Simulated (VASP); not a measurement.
# HfC: single point with PBEsol

The system is HfC.

```
Hf C
1.0
     3.29135    0.00000    0.00000
    -1.64568    2.85039    0.00000
     0.00000    0.00000    5.20240
Hf C
2 2
Direct
  0.66667 0.33333 0.75000
  0.33333 0.66667 0.25000
  0.00000 0.00000 0.00000
  0.00000 0.00000 0.50000
```

* Program: VASP 6.6.1
* Task: single point
* Functional: PBEsol
* Potentials or basis: VASP PAW PBE potentials, release 64 (Hf_pv, C)
* Cutoff: 520 eV
* k mesh: 8 × 8 × 5
* Occupations: fermi-dirac, width 0.1 eV
* Spin: no spin polarisation
* Dipole correction: no
* Further INCAR settings: ALGO = Normal; EDIFF = 1e-07; NBANDS = 22

```yaml
Pressure: -0.4 GPa
Band_gap_on_the_k_mesh: zero (band 14 reaches 7.44 eV, above the bottom of band 15 at 6.27 eV)
```

Stress tensor (GPa, compression positive):
```
-0.44  0.00  0.00
 0.00 -0.44  0.00
 0.00  0.00 -0.36
```

Levels at points of the mesh, in eV from the Fermi level:
| k point | band 12 | band 13 | band 14 | band 15 | band 16 | band 17 |
| --- | --- | --- | --- | --- | --- | --- |
| (0.00, 0.00, 0.00) | -1.08 | -1.08 | 1.05 | 1.55 | 1.55 | 2.14 |
| (0.50, 0.00, 0.00) | -3.30 | -1.75 | -0.90 | 1.46 | 4.56 | 5.01 |

Wall time 55 s on 1 thread of Intel Xeon 8259CL (shared host), peak memory 0.17 GiB.

Caveat: the PAW data sets were made with another functional, which shifts forces and pressure a little; spin-orbit coupling is left out, which moves the levels of the heavy elements.
